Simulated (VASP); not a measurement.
# Li5Ta3 (Im-3m) in VASP: further runs

The runs below take Li5Ta3 through single point, relaxation of cell and atoms, with PBE.

Program: VASP 6.6.1. These are calculated values, not measurements. Logs are shortened: lines on timing, memory, paths and dates and some standing lists are left out, and cuts for length are marked.

**1. The cell of the first run**

The structure is cubic, space group Im-3m (No. 229). Conventional cell: a = 5.905 Å, b = 5.905 Å, c = 5.905 Å, α = 90.00°, β = 90.00°, γ = 90.00°. Li (site symmetry m-3m) has 8 Li at 2.56 Å and 6 Ta at 2.95 Å within 3.4 Å. Li (site symmetry -3m) has 8 Li at 2.56 to 2.95 Å and 6 Ta at 2.56 Å within 3.4 Å. Within 3.4 Å of Ta (site symmetry 4/mmm) lie 10 Li at 2.56 to 2.95 Å and 4 Ta at 2.95 Å.

**2. Single point, PBE**

The input, INCAR:

```
  ALGO = Fast
  EDIFF = 1E-7
  ENCUT = 520
  GGA = PE
  ISIF = 2
  ISMEAR = 0
  LASPH = True
  LCHARG = False
  LREAL = False
  LWAVE = False
  NBANDS = 34
  NELM = 100
  PREC = Accurate
  SIGMA = 0.1
```

The input, KPOINTS:

```
k-points
0
Gamma
  4 4 4
```

The input, POSCAR:

```
Li5Ta3
1.0
   -2.9525348600      2.9525348600      2.9525348600
    2.9525348600     -2.9525348600      2.9525348600
    2.9525348600      2.9525348600     -2.9525348600
Li Ta
5 3
Direct
    0.0000000000      0.0000000000      0.0000000000
    0.0000000000      0.0000000000      0.5000000000
    0.0000000000      0.5000000000      0.0000000000
    0.5000000000      0.0000000000      0.0000000000
    0.5000000000      0.5000000000      0.5000000000
    0.0000000000      0.5000000000      0.5000000000
    0.5000000000      0.5000000000      0.0000000000
    0.5000000000      0.0000000000      0.5000000000
```

Potentials or basis: VASP PAW PBE potentials, release 64 (Li_sv, Ta_pv).

Launch:

```
$ cat potpaw_PBE.64/Li_sv/POTCAR potpaw_PBE.64/Ta_pv/POTCAR > POTCAR
$ mpirun -np 1 vasp_std > vasp.out
```

OUTCAR:

```text
EDIFF = 1E-7
   ENCUT = 520
   GGA = PE
   ISIF = 2
   ISMEAR = 0
   LASPH = True
   LREAL = False
   NELM = 100
   PREC = Accurate

 ion  position               nearest neighbor table
   1  0.000  0.000  0.000-   2 2.56   3 2.56   4 2.56   5 2.56   2 2.56   3 2.56   4 2.56   5 2.56
                             7 2.95   6 2.95   8 2.95   8 2.95   7 2.95   6 2.95
   2  0.000  0.000  0.500-   1 2.56   6 2.56   7 2.56   8 2.56   1 2.56   6 2.56   8 2.56   7 2.56

   3  0.000  0.500  0.000-   1 2.56   6 2.56   7 2.56   8 2.56   6 2.56   1 2.56   7 2.56   8 2.56

   4  0.500  0.000  0.000-   1 2.56   6 2.56   7 2.56   8 2.56   8 2.56   7 2.56   1 2.56   6 2.56

   5  0.500  0.500  0.500-   1 2.56   6 2.56   7 2.56   8 2.56   7 2.56   8 2.56   6 2.56   1 2.56

   6  0.000  0.500  0.500-   2 2.56   3 2.56   4 2.56   5 2.56   3 2.56   2 2.56   5 2.56   4 2.56
                             7 2.95   1 2.95   8 2.95   7 2.95   8 2.95   1 2.95
   7  0.500  0.500  0.000-   2 2.56   3 2.56   4 2.56   5 2.56   5 2.56   4 2.56   3 2.56   2 2.56
                             6 2.95   8 2.95   8 2.95   6 2.95   1 2.95   1 2.95
   8  0.500  0.000  0.500-   2 2.56   3 2.56   4 2.56   5 2.56   4 2.56   5 2.56   2 2.56   3 2.56
                             6 2.95   7 2.95   7 2.95   1 2.95   6 2.95   1 2.95

  LATTYP: Found a body centered cubic cell.
 ALAT       =     5.9050697200

  Lattice vectors:

 A1 = (  -2.9525348600,   2.9525348600,   2.9525348600)
 A2 = (   2.9525348600,  -2.9525348600,   2.9525348600)
 A3 = (   2.9525348600,   2.9525348600,  -2.9525348600)

Analysis of symmetry for initial positions (statically):
=====================================================================
 Subroutine PRICEL returns:
 Original cell was already a primitive cell.

 Routine SETGRP: Setting up the symmetry group for a
 body centered cubic supercell.

 Subroutine GETGRP returns: Found 48 space group operations
 (whereof 48 operations were pure point group operations)
 out of a pool of 48 trial point group operations.

The static configuration has the point symmetry O_h .

Analysis of symmetry for dynamics (positions and initial velocities):
=====================================================================
 Subroutine PRICEL returns:
 Original cell was already a primitive cell.

 Routine SETGRP: Setting up the symmetry group for a
 body centered cubic supercell.

 Subroutine GETGRP returns: Found 48 space group operations
 (whereof 48 operations were pure point group operations)
 out of a pool of 48 trial point group operations.

The dynamic configuration has the point symmetry O_h .

 Subroutine INISYM returns: Found 48 space group operations
 (whereof 48 operations are pure point group operations),
 and found     1 'primitive' translations

----------------------------------------------------------------------------------------

                                     Primitive cell

  volume of cell :     102.9544

  direct lattice vectors                    reciprocal lattice vectors
    -2.952534860  2.952534860  2.952534860     0.000000000  0.169346011  0.169346011
     2.952534860 -2.952534860  2.952534860     0.169346011  0.000000000  0.169346011
     2.952534860  2.952534860 -2.952534860     0.169346011  0.169346011  0.000000000

  length of vectors
     5.113940389  5.113940389  5.113940389     0.239491425  0.239491425  0.239491425

  position of ions in fractional coordinates (direct lattice)
     0.000000000  0.000000000  0.000000000
     0.000000000  0.000000000  0.500000000
     0.000000000  0.500000000  0.000000000
     0.500000000  0.000000000  0.000000000
     0.500000000  0.500000000  0.500000000
     0.000000000  0.500000000  0.500000000
     0.500000000  0.500000000  0.000000000
     0.500000000  0.000000000  0.500000000

  ion indices of the primitive-cell ions
   primitive index   ion index
                 1           1
                 2           2
                 3           3
                 4           4
                 5           5
                 6           6
                 7           7
                 8           8

----------------------------------------------------------------------------------------

 KPOINTS: k-points

Automatic generation of k-mesh.
 Grid dimensions read from file:
 generate k-points for:    4    4    4

 Generating k-lattice:

  Cartesian coordinates                     Fractional coordinates (reciprocal lattice)
     0.000000000  0.042336503  0.042336503     0.250000000  0.000000000  0.000000000
     0.042336503  0.000000000  0.042336503     0.000000000  0.250000000  0.000000000
     0.042336503  0.042336503  0.000000000     0.000000000  0.000000000  0.250000000

  Length of vectors
     0.059872856  0.059872856  0.059872856

  Shift w.r.t. Gamma in fractional coordinates (k-lattice)
     0.000000000  0.000000000  0.000000000

 Subroutine IBZKPT returns following result:
 ===========================================

 Found      8 irreducible k-points:

 Following reciprocal coordinates:
            Coordinates               Weight
  0.000000  0.000000  0.000000      1.000000
  0.250000  0.000000  0.000000     12.000000
  0.500000  0.000000  0.000000      6.000000
  0.250000  0.250000  0.000000     24.000000
  0.250000  0.250000  0.250000      2.000000
 -0.250000  0.250000  0.250000      6.000000
  0.500000  0.500000  0.250000     12.000000
  0.500000  0.500000  0.500000      1.000000
   k-points           NKPTS =      8   k-points in BZ     NKDIM =      8   number of bands    NBANDS=     34
   number of dos      NEDOS =    301   number of ions     NIONS =      8
   total plane-waves  NPLWV =  64000
   dimension x,y,z NGX =    40 NGY =   40 NGZ =   40
   dimension x,y,z NGXF=    80 NGYF=   80 NGZF=   80
   ions per type =               5   3
   NGX,Y,Z   is equivalent  to a cutoff of  13.00, 13.00, 13.00 a.u.
   NGXF,Y,Z  is equivalent  to a cutoff of  26.01, 26.01, 26.01 a.u.
 SYSTEM =  unknown system
   PREC   = accura    normal or accurate (medium, high low for compatibility)
   ISTART =      0    job   : 0-new  1-cont  2-samecut
   ICHARG =      2    charge: 1-file 2-atom 10-const
   ISPIN  =      1    spin polarized calculation?
   LNONCOLLINEAR =      F non collinear calculations
   LSORBIT =      F    spin-orbit coupling
   LASPH  =      T    aspherical Exc in radial PAW
   ENCUT  =  520.0 eV  38.22 Ry    6.18 a.u.   9.51  9.51  9.51*2*pi/ulx,y,z
   NELM   =    100;   NELMIN=  2; NELMDL= -5     # of ELM steps
   EDIFF  = 0.1E-06   stopping-criterion for ELM
   LREAL  =      F    real-space projection
   EDIFFG = 0.1E-05   stopping-criterion for IOM
   NSW    =      0    number of steps for IOM
   IBRION =     -1    ionic relax: 0-MD 1-quasi-New 2-CG
   NFREE  =      0    steps in history (QN), initial steepest desc. (CG)
   ISIF   =      2    stress and relaxation
   ISYM   =      2    0-nonsym 1-usesym 2-fastsym
   POTIM  = 0.5000    time-step for ionic-motion
   TEBEG  =    0.0;   TEEND  =   0.0 temperature during run
   PSTRESS=    0.0 pullay stress
   NELECT =      48.0000    total number of electrons
   NUPDOWN=      -1.0000    fix difference up-down
   EMIN   =  10.00;   EMAX   =-10.00  energy-range for DOS
   EFERMI =   0.00;   METHOD = LEGACY
   ISMEAR =     0;   SIGMA  =   0.10  broadening in eV -4-tet -1-fermi 0-gaus
   EFERMI_NEDOS =   21; number of points for ismear=-14 and -15
   IALGO  =     68    algorithm
   IMIX   =      4    mixing-type and parameters
     AMIX     =   0.40;   BMIX     =  1.00
     AMIX_MAG =   1.60;   BMIX_MAG =  1.00
  volume/ion in A,a.u.               =      12.87        86.85
  Fermi-wavevector in a.u.,A,eV,Ry     =   1.269425  2.398864 21.924953  1.611439
  Thomas-Fermi vector in A             =   2.402466
   LORBIT       =      0    0 simple, 1 ext, 2 COOP (PROOUT), +10 PAW based schemes
   GGA     = PE    functional components
   LHFCALC =     F    Hartree Fock is set to
   AEXX    =    0.0000 exact exchange contribution
   IVDW    =     0    specifies the selected vdW correction
   LEPSILON=     F    determine dielectric tensor
   LRPA    =     F    only Hartree local field effects (RPA)
 non-spin polarized calculation
 RMM-DIIS sequential band-by-band and
 Gauss-broadening in eV      SIGMA  =   0.10
  energy-cutoff  :      520.00
  volume of cell :      102.95
 maximum number of plane-waves:      2779
 NGX is ok and might be reduce to    40
   NGX = 19   NGY = 19   NGZ = 19

 number of electron      47.9999987 magnetization

 Free energy of the ion-electron system (eV)
  ---------------------------------------------------
  ext. energy  EPLUGINS =         0.00000000
  ---------------------------------------------------
  free energy    TOTEN  =       -38.35115569 eV

  energy without entropy =      -38.31770826  energy(sigma->0) =      -38.33443198

 E-fermi :   4.3333     XC(G=0): -10.9645

 val. band max:        4.3260147540   @ k =   0.5000   0.0000   0.0000
 cond. band min:       4.3363912597   @ k =   0.2500   0.2500   0.0000
 fundamental gap:      0.0103765057
 Fermi energy:         4.3333147321

 k-point     1 :       0.0000    0.0000    0.0000
  band No.  band energies     occupation
      1     -40.5893      2.00000
      2     -40.1540      2.00000
      3     -40.1344      2.00000
      4     -40.1344      2.00000
      5     -40.1344      2.00000
      6     -29.9012      2.00000
[... 26 lines left out ...]
     33       7.9663      0.00000
     34       7.9663      0.00000

 k-point     2 :       0.2500    0.0000    0.0000
  band No.  band energies     occupation
      1     -40.5883      2.00000
      2     -40.1528      2.00000
      3     -40.1393      2.00000
      4     -40.1353      2.00000
      5     -40.1349      2.00000
      6     -29.8980      2.00000
[... 26 lines left out ...]
     33       7.5313      0.00000
     34       8.3695      0.00000
[... 183 lines left out ...]
     33       8.5256      0.00000
     34       9.2494      0.00000

 k-point     8 :       0.5000    0.5000    0.5000
  band No.  band energies     occupation
      1     -40.5847      2.00000
      2     -40.1521      2.00000
      3     -40.1521      2.00000
      4     -40.1521      2.00000
      5     -40.1217      2.00000
      6     -29.9158      2.00000
[... 26 lines left out ...]
     33      10.8671      0.00000
     34      10.8701      0.00000

------------------------ aborting loop because EDIFF is reached ----------------------------------------

  FORCE on cell =-STRESS in cart. coord.  units (eV):
  Direction    XX          YY          ZZ          XY          YZ          ZX
  --------------------------------------------------------------------------------------
  -------------------------------------------------------------------------------------
  Total       11.5580605     11.5580605     11.5580605      0.0000000      0.0000000     -0.0000000
  in kB      179.8665693    179.8665693    179.8665693      0.0000000      0.0000000     -0.0000000
  external PRESSURE =     179.8665693 kB  Pullay stress =       0.0000000 kB

 VOLUME and BASIS-vectors are now :
 -----------------------------------------------------------------------------
  energy-cutoff  :      520.00
  volume of cell :      102.95
      direct lattice vectors                 reciprocal lattice vectors
    -2.952534860  2.952534860  2.952534860     0.000000000  0.169346011  0.169346011
     2.952534860 -2.952534860  2.952534860     0.169346011  0.000000000  0.169346011
     2.952534860  2.952534860 -2.952534860     0.169346011  0.169346011  0.000000000

 POSITION                                       TOTAL-FORCE (eV/Angst)
 -----------------------------------------------------------------------------------
      0.00000      0.00000      0.00000         0.000000     -0.000000     -0.000000
      1.47627      1.47627     -1.47627        -0.000000      0.000000      0.000000
      1.47627     -1.47627      1.47627         0.000000     -0.000000      0.000000
     -1.47627      1.47627      1.47627         0.000000      0.000000     -0.000000
      1.47627      1.47627      1.47627         0.000000     -0.000000      0.000000
      2.95253      0.00000      0.00000        -0.000000      0.000000      0.000000
      0.00000      0.00000      2.95253         0.000000      0.000000     -0.000000
      0.00000      2.95253      0.00000        -0.000000     -0.000000      0.000000
 -----------------------------------------------------------------------------------
    total drift:                               -0.000000     -0.000000      0.000000

  FREE ENERGIE OF THE ION-ELECTRON SYSTEM (eV)
  ---------------------------------------------------
  free  energy   TOTEN  =       -38.3511556907 eV

  energy  without entropy=      -38.3177082619  energy(sigma->0) =      -38.33443198
```

Wall time 2.6 min (1 thread of Intel Xeon Platinum 8259CL at 2.50GHz (Skylake/Cascade Lake), shared host); peak memory 0.24 GiB.

Results:

```yaml
Free_energy: -38.3512 eV
Band_gap_on_the_k_mesh: zero (band 24 reaches 4.90 eV, above the bottom of band 25 at 4.25 eV)
```

Caveat: the k points lie up to 0.38 Å⁻¹ apart; the cutoff is under 1.25 times the usual one of these potentials, so pressure, stress and relaxed cells hold a basis-set (Pulay) error; spin-orbit coupling is left out, which moves the levels of the heavy elements.

**3. Single point, PBE**

This run uses another cell than the first one, of 15.35 Å³/atom, 1.192 times its volume.

The input, INCAR:

```
PREC     = Accurate       # precision mode
ENCUT    = 520            # plane-wave cutoff, eV
EDIFF    = 1E-6           # SCF threshold, eV
ISMEAR   = 0              # smearing method
SIGMA    = 0.1            # smearing width, eV
LREAL    = False          # projectors in reciprocal space
LASPH    = True           # aspherical terms in the spheres
NELM     = 100            # most SCF steps
ALGO     = Fast           # electronic algorithm
ISIF     = 2              # what is computed and relaxed
LWAVE    = False          # write WAVECAR
LCHARG   = False          # write CHGCAR
GGA      = PE             # functional
NBANDS   = 34             # bands
```

The input, KPOINTS:

```
Automatic mesh
0
Gamma
  4 4 4
```

Edit POSCAR of step 2 so:

```diff
@@ -2,5 +2,5 @@
 1.0
-   -2.9525348600      2.9525348600      2.9525348600
-    2.9525348600     -2.9525348600      2.9525348600
-    2.9525348600      2.9525348600     -2.9525348600
+   -3.1309665494      3.1309665494      3.1309665494
+    3.1309665494     -3.1309665494      3.1309665494
+    3.1309665494      3.1309665494     -3.1309665494
 Li Ta
```

Potentials or basis: VASP PAW PBE potentials, release 64 (Li_sv, Ta_pv).

Launch:

```
$ cat potpaw_PBE.64/Li_sv/POTCAR potpaw_PBE.64/Ta_pv/POTCAR > POTCAR
$ mpirun -np 1 vasp_std > vasp.out
```

OUTCAR:

```text
PREC = Accurate
   ENCUT = 520
   EDIFF = 1E-6
   ISMEAR = 0
   LREAL = False
   LASPH = True
   NELM = 100
   ISIF = 2
   GGA = PE

 ion  position               nearest neighbor table
   1  0.000  0.000  0.000-
   2  0.000  0.000  0.500-   6 2.71   7 2.71   8 2.71   6 2.71   8 2.71   7 2.71
   3  0.000  0.500  0.000-   6 2.71   7 2.71   8 2.71   6 2.71   7 2.71   8 2.71
   4  0.500  0.000  0.000-   6 2.71   7 2.71   8 2.71   8 2.71   7 2.71   6 2.71
   5  0.500  0.500  0.500-   6 2.71   7 2.71   8 2.71   7 2.71   8 2.71   6 2.71
   6  0.000  0.500  0.500-   2 2.71   3 2.71   4 2.71   5 2.71   3 2.71   2 2.71   5 2.71   4 2.71
                             7 3.13   7 3.13   8 3.13   8 3.13
   7  0.500  0.500  0.000-   2 2.71   3 2.71   4 2.71   5 2.71   5 2.71   4 2.71   3 2.71   2 2.71
                             8 3.13   6 3.13   6 3.13   8 3.13
   8  0.500  0.000  0.500-   2 2.71   3 2.71   4 2.71   5 2.71   4 2.71   5 2.71   2 2.71   3 2.71
                             7 3.13   6 3.13   6 3.13   7 3.13

  LATTYP: Found a body centered cubic cell.
 ALAT       =     6.2619330988

[... 180 lines left out ...]
 fundamental gap:      0.0841224791
 Fermi energy:         3.2886819549

 k-point     1 :       0.0000    0.0000    0.0000
  band No.  band energies     occupation
      1     -42.0355      2.00000
      2     -41.3038      2.00000
      3     -41.2929      2.00000
      4     -41.2929      2.00000
      5     -41.2929      2.00000
      6     -31.3572      2.00000
[... 285 lines left out ...]
     33       8.8430      0.00000
     34       8.8730      0.00000

------------------------ aborting loop because EDIFF is reached ----------------------------------------

  FORCE on cell =-STRESS in cart. coord.  units (eV):
  Direction    XX          YY          ZZ          XY          YZ          ZX
  --------------------------------------------------------------------------------------
  -------------------------------------------------------------------------------------
  Total       -0.0613599     -0.0613599     -0.0613599     -0.0000000     -0.0000000      0.0000000
  in kB       -0.8007557     -0.8007557     -0.8007557     -0.0000000     -0.0000000      0.0000000
  external PRESSURE =      -0.8007557 kB  Pullay stress =       0.0000000 kB

 VOLUME and BASIS-vectors are now :
 -----------------------------------------------------------------------------
  energy-cutoff  :      520.00
  volume of cell :      122.77
      direct lattice vectors                 reciprocal lattice vectors
    -3.130966549  3.130966549  3.130966549     0.000000000  0.159695095  0.159695095
     3.130966549 -3.130966549  3.130966549     0.159695095  0.000000000  0.159695095
     3.130966549  3.130966549 -3.130966549     0.159695095  0.159695095  0.000000000

 POSITION                                       TOTAL-FORCE (eV/Angst)
 -----------------------------------------------------------------------------------
      0.00000      0.00000      0.00000        -0.000000      0.000000      0.000000
      1.56548      1.56548     -1.56548         0.000000      0.000000      0.000000
      1.56548     -1.56548      1.56548         0.000000      0.000000     -0.000000
     -1.56548      1.56548      1.56548         0.000000     -0.000000      0.000000
      1.56548      1.56548      1.56548        -0.000000      0.000000      0.000000
      3.13097      0.00000      0.00000         0.000000     -0.000000     -0.000000
      0.00000      0.00000      3.13097        -0.000000     -0.000000      0.000000
      0.00000      3.13097      0.00000         0.000000     -0.000000     -0.000000
 -----------------------------------------------------------------------------------
    total drift:                               -0.000000     -0.000000      0.000000

  FREE ENERGIE OF THE ION-ELECTRON SYSTEM (eV)
  ---------------------------------------------------
  free  energy   TOTEN  =       -39.3357471089 eV

  energy  without entropy=      -39.2968985734  energy(sigma->0) =      -39.31632284
```

OSZICAR:

```text
N       E                     dE             d eps       ncg     rms          rms(c)
DAV:   1     0.409212640213E+03    0.40921E+03   -0.23625E+04   544   0.148E+03
DAV:   2    -0.653721917400E+01   -0.41575E+03   -0.39713E+03   620   0.418E+02
DAV:   3    -0.393222432014E+02   -0.32785E+02   -0.31582E+02  1020   0.812E+01
DAV:   4    -0.431157778213E+02   -0.37935E+01   -0.37637E+01   748   0.274E+01
[... 30 lines left out ...]
RMM:  35    -0.393357420026E+02   -0.26206E-05   -0.18104E-05   836   0.219E-02    0.158E-02
RMM:  36    -0.393357432709E+02   -0.12683E-05   -0.92355E-06   578   0.182E-02    0.144E-02
RMM:  37    -0.393357447739E+02   -0.15030E-05   -0.93023E-06   641   0.171E-02    0.121E-02
RMM:  38    -0.393357463358E+02   -0.15619E-05   -0.79189E-06   681   0.160E-02    0.937E-03
RMM:  39    -0.393357471089E+02   -0.77312E-06   -0.48950E-06   585   0.141E-02
   1 F= -.39335747E+02 E0= -.39316323E+02  d E =-.388485E-01
```

Run time: 2.5 min. Hardware: 1 thread of Intel Xeon Platinum 8259CL at 2.50GHz (Skylake/Cascade Lake), shared host; peak memory 0.24 GiB.

Results:

```
Free energy            : -39.3357 eV
Band gap on the k mesh : zero (band 24 reaches 3.82 eV, above the bottom of band 25 at 3.29 eV)
```

Caveat: the cutoff is under 1.25 times the usual one of these potentials, so pressure, stress and relaxed cells hold a basis-set (Pulay) error; spin-orbit coupling is left out, which moves the levels of the heavy elements.

[end of part 1 of 2]
